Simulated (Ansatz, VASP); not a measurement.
# Sr in VASP and in Ansatz

INCAR

```
SYSTEM = Sr
ALGO = Fast
EDIFF = 1E-7
ENCUT = 520
GGA = PS
ISIF = 2
ISMEAR = 0
LASPH = .TRUE.
LCHARG = .TRUE.
LELF = .TRUE.
LREAL = .FALSE.
LVHAR = .TRUE.
LWAVE = .FALSE.
NBANDS = 17
NELM = 100
PREC = Accurate
SIGMA = 0.1
```

Contents of KPOINTS:

```
k-points
0
G
  12 12 8
  0 0 0
```

Contents of POSCAR:

```
Sr
1.0
    4.2364827052      0.0000000000      0.0000000000
   -2.1182413526      3.6689016454      0.0000000000
    0.0000000000      0.0000000000      6.9473105161
Sr
2
Direct
    0.3333333333      0.6666666667      0.2500000000
    0.6666666667      0.3333333333      0.7500000000
```

Input for Ansatz:

```yaml
crystal:
  lattice:
    - [4.2364827052, 0.0, 0.0]
    - [-2.1182413526, 3.6689016454, 0.0]
    - [0.0, 0.0, 6.9473105161]
  atoms:
    - { symbol: Sr, position: [0.3333333333, 0.6666666667, 0.25] }
    - { symbol: Sr, position: [0.6666666667, 0.3333333333, 0.75] }
basis:
  ecutwfc: 420
kpoints:
  mp_grid: { grid: [12, 12, 8] }
hamiltonian:
  xc: pbesol
scf:
  occupations: { method: gaussian, width: 0.1 }
output:
  forces: true
  stress: true
  eigenvalues: true
```

Change from the starting cell: equal strain along all axes, cell held, atoms relaxed: +1.0 %.

Alike in both runs: task single point; functional PBEsol; k mesh 12 × 12 × 8; occupations gaussian, width 0.1 eV; no spin polarisation.

|  | VASP | Ansatz |
| --- | --- | --- |
| version | VASP 6.6.1 | Ansatz 0.2.0 |
| potentials or method | VASP PAW PBE potentials, release 64 (Sr_sv), cutoff 520 eV | scalar-relativistic, plane waves, PAW |
| valence electrons in the cell | 20 | 20 |

```csv
,VASP,Ansatz,Ansatz less VASP
gap on the k mesh at the Fermi level (eV),none,none,-
pressure (GPa),-0.3,-0.3,-0.01
```

VASP's potentials were made for PBE, not for PBEsol. A gap of «none» marks a metal or a gap that the smearing closes.
